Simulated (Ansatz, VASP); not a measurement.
Rh in VASP and in Ansatz

```
Rh
1.0
     0.00000    1.90155    1.90155
     1.90155    0.00000    1.90155
     1.90155    1.90155    0.00000
Rh
1
Cartesian
  0.0000 0.0000 0.0000
```

Alike in both runs: task electric field gradients; functional PBEsol; k mesh 16 × 16 × 16; occupations fermi-dirac, width 0.08 eV; no spin polarisation.

```csv
,VASP,Ansatz
version,VASP 6.6.1,Ansatz 0.2.0
potentials or method,"VASP PAW PBE potentials, release 64 (Rh_pv), cutoff 520 eV","all-electron PAW with datasets made for the crystal, scalar-relativistic"
```

```tsv
	VASP	Ansatz	Ansatz less VASP
pressure (GPa)	-4.9	-4.9	+0.06
```

VASP's potentials were made for PBE, not for PBEsol. Ansatz ran all-electron here, and VASP with PAW potentials. Ansatz's warnings: band levels unverified.
